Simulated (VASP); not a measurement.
# Be (P-1) in VASP: further runs

The runs below take Be through single point, relaxation of cell and atoms, with PBE.

Program: VASP 6.6.1. These are calculated values, not measurements. Logs are shortened: lines on timing, memory, paths and dates and some standing lists are left out, and cuts for length are marked.

### Step 1. The cell of the first run

The typed cell holds 2 atoms: a = 2.083 Å, b = 2.085 Å, c = 4.047 Å, α = 104.77°, β = 104.49°, γ = 90.02°.

### Step 2. Single point, PBE

INCAR reads:

```
ALGO     = Fast           # electronic algorithm
EDIFF    = 1E-6           # SCF threshold, eV
ENCUT    = 520            # plane-wave cutoff, eV
GGA      = PE             # functional
ISIF     = 2              # what is computed and relaxed
ISMEAR   = 0              # smearing method
LASPH    = True           # aspherical terms in the spheres
LCHARG   = True           # write CHGCAR
LELF     = True           # ELF
LREAL    = False          # projectors in reciprocal space
LVHAR    = True         
LWAVE    = False          # write WAVECAR
NBANDS   = 9              # bands
NELM     = 100            # most SCF steps
PREC     = Accurate       # precision mode
SIGMA    = 0.1            # smearing width, eV
```

KPOINTS reads:

```
k-points
0
Gamma
  8 8 4
```

POSCAR reads:

```
Be
1.0
    2.0828696100      0.0000000000      0.0000000000
   -0.0007108300      2.0850531100      0.0000000000
   -1.0124250500     -1.0320414700      3.7794373300
Be
2
Direct
    0.3688105000      0.6209595800      0.7506401500
    0.6311895000      0.3790404200      0.2493598500
```

Potentials or basis: VASP PAW PBE potentials, release 64 (Be).

On the command line:

```
cat potpaw_PBE.64/Be/POTCAR > POTCAR
mpirun -np 1 vasp_std > vasp.out
```

OUTCAR:

```text
EDIFF = 1E-6
   ENCUT = 520
   GGA = PE
   ISIF = 2
   ISMEAR = 0
   LASPH = True
   LREAL = False
   NELM = 100
   PREC = Accurate

 ion  position               nearest neighbor table
   1  0.369  0.621  0.751-   2 2.14   2 2.16   2 2.17   2 2.17
   2  0.631  0.379  0.249-   1 2.14   1 2.16   1 2.17   1 2.17

  LATTYP: Found a triclinic cell.
 ALAT       =     4.9978225298
 B/A-ratio  =     0.4167554165
 C/A-ratio  =     0.4171923310
 COS(alpha) =     0.0003409170
 COS(beta)  =     0.2109052599
 COS(gamma) =     0.6194708739

  Lattice vectors:

 A1 = (   3.0960054900,  -1.0530116400,  -3.7794373300)
 A2 = (   2.0828696100,   0.0000000000,   0.0000000000)
 A3 = (   0.0007108300,  -2.0850531100,   0.0000000000)

Analysis of symmetry for initial positions (statically):
=====================================================================
 Subroutine PRICEL returns:
 Original cell was already a primitive cell.

 Routine SETGRP: Setting up the symmetry group for a
 triclinic supercell.

 Subroutine GETGRP returns: Found  2 space group operations
 (whereof  2 operations were pure point group operations)
 out of a pool of  2 trial point group operations.

The static configuration has the point symmetry S_2 .

Analysis of symmetry for dynamics (positions and initial velocities):
=====================================================================
 Subroutine PRICEL returns:
 Original cell was already a primitive cell.

 Routine SETGRP: Setting up the symmetry group for a
 triclinic supercell.

 Subroutine GETGRP returns: Found  2 space group operations
 (whereof  2 operations were pure point group operations)
 out of a pool of  2 trial point group operations.

The dynamic configuration has the point symmetry S_2 .

 Subroutine INISYM returns: Found  2 space group operations
 (whereof  2 operations are pure point group operations),
 and found     1 'primitive' translations

----------------------------------------------------------------------------------------

                                     Primitive cell

  volume of cell :      16.4137

  direct lattice vectors                    reciprocal lattice vectors
     2.082869610  0.000000000  0.000000000     0.480106866  0.000163677  0.128654373
    -0.000710830  2.085053110  0.000000000     0.000000000  0.479604090  0.130964286
    -1.012425050 -1.032041470  3.779437330     0.000000000  0.000000000  0.264589650

  length of vectors
     2.082869610  2.085053231  4.046512154     0.497045850  0.497163683  0.264589650

  position of ions in fractional coordinates (direct lattice)
     0.368810500  0.620959580  0.750640150
     0.631189500  0.379040420  0.249359850

  ion indices of the primitive-cell ions
   primitive index   ion index
                 1           1
                 2           2

----------------------------------------------------------------------------------------

 KPOINTS: k-points

Automatic generation of k-mesh.
 Grid dimensions read from file:
 generate k-points for:    8    8    4

 Generating k-lattice:

  Cartesian coordinates                     Fractional coordinates (reciprocal lattice)
     0.060013358  0.000020460  0.016081797     0.125000000  0.000000000 -0.000000000
     0.000000000  0.059950511  0.016370536     0.000000000  0.125000000  0.000000000
     0.000000000  0.000000000  0.066147412     0.000000000  0.000000000  0.250000000

  Length of vectors
     0.062130731  0.062145460  0.066147412

  Shift w.r.t. Gamma in fractional coordinates (k-lattice)
     0.000000000  0.000000000  0.000000000

 Subroutine IBZKPT returns following result:
 ===========================================

 Found    132 irreducible k-points:

 Following reciprocal coordinates:
            Coordinates               Weight
  0.000000  0.000000  0.000000      1.000000
  0.125000  0.000000 -0.000000      2.000000
  0.250000  0.000000 -0.000000      2.000000
  0.375000  0.000000 -0.000000      2.000000
  0.500000  0.000000 -0.000000      1.000000
  0.000000  0.125000  0.000000      2.000000
[... 16 lines left out ...]
  0.125000  0.375000  0.000000      2.000000
  0.250000  0.375000  0.000000      2.000000
 [... further k-points ...]
   k-points           NKPTS =    132   k-points in BZ     NKDIM =    132   number of bands    NBANDS=      9
   number of dos      NEDOS =    301   number of ions     NIONS =      2
   total plane-waves  NPLWV =   7680
   dimension x,y,z NGX =    16 NGY =   16 NGZ =   30
   dimension x,y,z NGXF=    32 NGYF=   32 NGZF=   60
   ions per type =               2
   NGX,Y,Z   is equivalent  to a cutoff of  12.77, 12.76, 12.33 a.u.
   NGXF,Y,Z  is equivalent  to a cutoff of  25.54, 25.51, 24.65 a.u.
 SYSTEM =  unknown system
   PREC   = accura    normal or accurate (medium, high low for compatibility)
   ISTART =      0    job   : 0-new  1-cont  2-samecut
   ICHARG =      2    charge: 1-file 2-atom 10-const
   ISPIN  =      1    spin polarized calculation?
   LNONCOLLINEAR =      F non collinear calculations
   LSORBIT =      F    spin-orbit coupling
   LASPH  =      T    aspherical Exc in radial PAW
   ENCUT  =  520.0 eV  38.22 Ry    6.18 a.u.   3.87  3.88  7.52*2*pi/ulx,y,z
   NELM   =    100;   NELMIN=  2; NELMDL= -5     # of ELM steps
   EDIFF  = 0.1E-05   stopping-criterion for ELM
   LREAL  =      F    real-space projection
   EDIFFG = 0.1E-04   stopping-criterion for IOM
   NSW    =      0    number of steps for IOM
   IBRION =     -1    ionic relax: 0-MD 1-quasi-New 2-CG
   NFREE  =      0    steps in history (QN), initial steepest desc. (CG)
   ISIF   =      2    stress and relaxation
   ISYM   =      2    0-nonsym 1-usesym 2-fastsym
   POTIM  = 0.5000    time-step for ionic-motion
   TEBEG  =    0.0;   TEEND  =   0.0 temperature during run
   PSTRESS=    0.0 pullay stress
   NELECT =       4.0000    total number of electrons
   NUPDOWN=      -1.0000    fix difference up-down
   EMIN   =  10.00;   EMAX   =-10.00  energy-range for DOS
   EFERMI =   0.00;   METHOD = LEGACY
   ISMEAR =     0;   SIGMA  =   0.10  broadening in eV -4-tet -1-fermi 0-gaus
   EFERMI_NEDOS =   21; number of points for ismear=-14 and -15
   IALGO  =     68    algorithm
   IMIX   =      4    mixing-type and parameters
     AMIX     =   0.40;   BMIX     =  1.00
     AMIX_MAG =   1.60;   BMIX_MAG =  1.00
  volume/ion in A,a.u.               =       8.21        55.38
  Fermi-wavevector in a.u.,A,eV,Ry     =   1.022569  1.932376 14.226902  1.045648
  Thomas-Fermi vector in A             =   2.156256
   LORBIT       =      0    0 simple, 1 ext, 2 COOP (PROOUT), +10 PAW based schemes
   GGA     = PE    functional components
   LHFCALC =     F    Hartree Fock is set to
   AEXX    =    0.0000 exact exchange contribution
   IVDW    =     0    specifies the selected vdW correction
   LEPSILON=     F    determine dielectric tensor
   LRPA    =     F    only Hartree local field effects (RPA)
 non-spin polarized calculation
 RMM-DIIS sequential band-by-band and
 Gauss-broadening in eV      SIGMA  =   0.10
  energy-cutoff  :      520.00
  volume of cell :       16.41
 maximum number of plane-waves:       463
   NGX =  7   NGY =  7   NGZ = 15

 number of electron       4.0000000 magnetization

 Free energy of the ion-electron system (eV)
  ---------------------------------------------------
  ext. energy  EPLUGINS =         0.00000000
  ---------------------------------------------------
  free energy    TOTEN  =        -6.16610951 eV

  energy without entropy =       -6.16063592  energy(sigma->0) =       -6.16337271

 E-fermi :   6.7225     XC(G=0): -10.4724

 val. band max:        6.7208394572   @ k =   0.3750   0.0000  -0.0000
 cond. band min:       6.7257167218   @ k =   0.2500   0.5000   0.2500
 fundamental gap:      0.0048772647
 Fermi energy:         6.7224667410

 k-point     1 :       0.0000    0.0000    0.0000
  band No.  band energies     occupation
      1      -4.4070      2.00000
      2       1.6483      2.00000
      3       6.6119      1.88222
      4      22.6969      0.00000
      5      22.7865      0.00000
      6      22.9017      0.00000
      7      22.9259      0.00000
      8      24.5117      0.00000
      9      28.4409      0.00000

 k-point     2 :       0.1250    0.0000   -0.0000
  band No.  band energies     occupation
      1      -3.9780      2.00000
      2       1.9788      2.00000
      3       7.0134      0.00004
      4      18.4807      0.00000
      5      19.4481      0.00000
      6      22.7365      0.00000
      7      23.7450      0.00000
      8      25.5192      0.00000
      9      30.8095      0.00000

 k-point     3 :       0.2500    0.0000   -0.0000
  band No.  band energies     occupation
      1      -2.6998      2.00000
      2       2.9084      2.00000
      3       7.8823      0.00000
      4      13.4729      0.00000
      5      15.1784      0.00000
      6      23.5297      0.00000
      7      25.1971      0.00000
      8      25.4214      0.00000
      9      29.4781      0.00000

 k-point     4 :       0.3750    0.0000   -0.0000
  band No.  band energies     occupation
      1      -0.6351      2.00000
      2       4.1120      2.00000
      3       6.7208      1.01836
      4      11.0462      0.00000
      5      13.0677      0.00000
      6      22.0716      0.00000
      7      24.8556      0.00000
      8      27.2946      0.00000
      9      27.4258      0.00000
[... 205 lines left out ...]
 k-point    22 :       0.0000    0.3750    0.0000
  band No.  band energies     occupation
      1      -0.6383      2.00000
      2       4.0153      2.00000
      3       6.8220      0.15916
      4      11.0254      0.00000
      5      13.0259      0.00000
      6      22.2342      0.00000
      7      24.9325      0.00000
      8      27.0356      0.00000
      9      27.2925      0.00000

 k-point    23 :       0.1250    0.3750    0.0000
  band No.  band energies     occupation
      1       0.0030      2.00000
      2       3.8251      2.00000
      3       7.1818      0.00000
      4      11.9979      0.00000
      5      13.6116      0.00000
      6      19.6595      0.00000
      7      24.7307      0.00000
      8      25.0170      0.00000
      9      27.2336      0.00000

 k-point    24 :       0.2500    0.3750    0.0000
  band No.  band energies     occupation
      1       1.5634      2.00000
      2       4.5269      2.00000
      3       8.0691      0.00000
      4      12.0312      0.00000
      5      15.0426      0.00000
      6      17.2585      0.00000
      7      22.1183      0.00000
      8      23.7342      0.00000
      9      26.0054      0.00000

 [... further k-points ...]

------------------------ aborting loop because EDIFF is reached ----------------------------------------

  FORCE on cell =-STRESS in cart. coord.  units (eV):
  Direction    XX          YY          ZZ          XY          YZ          ZX
  --------------------------------------------------------------------------------------
  -------------------------------------------------------------------------------------
  Total        1.9494207      1.8819738      0.1027384      0.0848769     -0.0626259      0.4211642
  in kB      190.2873008    183.7036544     10.0285232      8.2850239     -6.1130516     41.1107753
  external PRESSURE =     128.0064928 kB  Pullay stress =       0.0000000 kB

 VOLUME and BASIS-vectors are now :
 -----------------------------------------------------------------------------
  energy-cutoff  :      520.00
  volume of cell :       16.41
      direct lattice vectors                 reciprocal lattice vectors
     2.082869610  0.000000000  0.000000000     0.480106866  0.000163677  0.128654373
    -0.000710830  2.085053110  0.000000000     0.000000000  0.479604090  0.130964286
    -1.012425050 -1.032041470  3.779437330     0.000000000  0.000000000  0.264589650

 POSITION                                       TOTAL-FORCE (eV/Angst)
 -----------------------------------------------------------------------------------
      0.00778      0.52004      2.83700        -0.091747      0.017656     -0.021379
      1.06196      0.53297      0.94244         0.091747     -0.017656      0.021379
 -----------------------------------------------------------------------------------
    total drift:                               -0.000000      0.000000     -0.000000

  FREE ENERGIE OF THE ION-ELECTRON SYSTEM (eV)
  ---------------------------------------------------
  free  energy   TOTEN  =        -6.1661095057 eV

  energy  without entropy=       -6.1606359198  energy(sigma->0) =       -6.16337271
```

It took 11 s on 1 thread of Intel Xeon 8259CL, shared host; peak memory 0.13 GiB.

Results:

| Quantity | Value |
| --- | --- |
| Free energy | -6.1661 eV |
| Pressure | 12.8 GPa |
| Largest force | 0.096 eV/Å |
| Band gap on the k mesh | zero (bands 2 and 3 overlap by 3.27 eV) |

Forces on the atoms (eV/Å):
```
Be  -0.092  0.018 -0.021
Be   0.092 -0.018  0.021
```

Caveat: the k points lie up to 0.42 Å⁻¹ apart, too coarse for converged energies and pressures of a metal.

### Step 3. Relaxation of cell and atoms, PBE

INCAR reads:

```
  ALGO = Normal
  EDIFF = 1E-6
  EDIFFG = -0.04
  ENCUT = 600
  GGA = PE
  IBRION = 2
  ISIF = 3
  ISMEAR = 0
  LASPH = True
  LCHARG = False
  LREAL = False
  LWAVE = False
  NELM = 100
  NSW = 90
  PREC = Accurate
  SIGMA = 0.1
```

KPOINTS is that of step 2.

POSCAR is that of step 2.

Potentials or basis: VASP PAW PBE potentials, release 64 (Be).

On the command line:

```
cat potpaw_PBE.64/Be/POTCAR > POTCAR
mpirun -np 1 vasp_std > vasp.out
```

Run time: 5.8 min. Hardware: 1 thread of Intel Xeon 8259CL, shared host; peak memory 0.14 GiB.

Results (log left out):

```yaml
Free_energy: -7.4946 eV
Relaxed_volume: 7.91 Å³/atom
Relaxed_cell: a = 2.248 Å, b = 2.252 Å, c = 3.609 Å, α = 90.09°, β = 90.09°, γ = 60.00°
Space_group_after_relaxing_to_0.1_Å: P6_3/mmc (No. 194)
Energy_gained_by_relaxing: 664.3 meV/atom
Ionic_steps: 52
Pressure_after_relaxing: -0.1 GPa
Largest_force_after_relaxing: 0.024 eV/Å
Band_gap_on_the_k_mesh: zero (bands 2 and 3 overlap by 0.17 eV)
```

Forces on the atoms (eV/Å):
```
Be   0.013 -0.016 -0.012
Be  -0.013  0.016  0.012
```

Stress tensor (GPa, compression positive):
```
 0.26 -0.08  0.23
-0.08 -0.24  0.17
 0.23  0.17 -0.19
```

Step by step:
```tsv
step	energy change (eV)	largest force (eV/Å)	pressure (GPa)	volume (Å³)
1	0.0000	0.0959	12.80	16.41
3	-0.1383	0.2444	-0.46	18.68
5	-0.1586	0.3662	-1.06	18.78
7	-0.3469	1.1925	-4.61	18.66
9	-0.3641	1.2861	-4.44	18.57
11	-0.3906	1.2643	-4.70	18.54
13	-0.3923	0.7764	-1.34	18.32
15	-0.4161	1.1025	-3.69	18.43
17	-0.4723	0.9175	-4.05	18.30
19	-0.6777	0.3177	-3.11	17.65
21	-0.7257	0.4859	-0.10	17.27
23	-0.8217	0.7071	3.66	16.97
25	-0.8714	0.5712	2.57	17.12
27	-0.8876	0.4023	0.76	17.35
29	-0.9545	0.2386	-4.41	17.59
31	-0.9911	0.3255	-4.30	17.29
33	-0.7684	0.9797	22.46	13.92
35	-1.0540	0.4299	8.35	14.92
37	-1.1258	0.4164	3.87	15.35
39	-1.1724	0.4057	3.32	15.43
41	-1.2216	0.5040	-0.78	16.00
43	-1.2607	0.5597	-4.85	16.67
45	-1.2859	0.4271	-3.40	16.38
47	-1.3137	0.2741	-1.59	16.08
49	-1.3275	0.0882	0.31	15.78
51	-1.3282	0.0522	0.10	15.80
52	-1.3285	0.0244	-0.06	15.82
```

Final structure:
```
Be
1.0
     2.12764    0.56247    0.45767
     0.52983    2.14633    0.42939
    -0.61383   -0.55735    3.51225
Be
2
Direct
  0.16531 0.66841 0.75020
  0.83469 0.33159 0.24980
```

Levels at points of the mesh, in eV from the Fermi level:
| k point | band 1 | band 2 | band 3 | band 4 | band 5 | band 6 |
| --- | --- | --- | --- | --- | --- | --- |
| (0.00, 0.00, 0.00) | -12.09 | -5.34 | 0.05 | 15.58 | 15.68 | 18.36 |
| (0.50, 0.00, 0.00) | -5.68 | -3.76 | 2.87 | 5.73 | 5.77 | 8.92 |
| (0.00, 0.50, 0.00) | -5.68 | -3.84 | 2.88 | 5.64 | 5.83 | 9.02 |
| (0.50, 0.50, 0.00) | -5.68 | -3.79 | 2.87 | 5.70 | 5.79 | 8.97 |
| (0.00, 0.00, 0.50) | -9.98 | -9.97 | 9.41 | 9.44 | 17.16 | 17.18 |
| (0.50, 0.00, 0.50) | -4.32 | -4.31 | 0.89 | 0.91 | 11.44 | 11.46 |
| (0.00, 0.50, 0.50) | -4.36 | -4.35 | 0.88 | 0.90 | 11.53 | 11.55 |
| (0.50, 0.50, 0.50) | -4.35 | -4.32 | 0.87 | 0.91 | 11.49 | 11.50 |

Caveat: the k points lie up to 0.44 Å⁻¹ apart in the final cell.
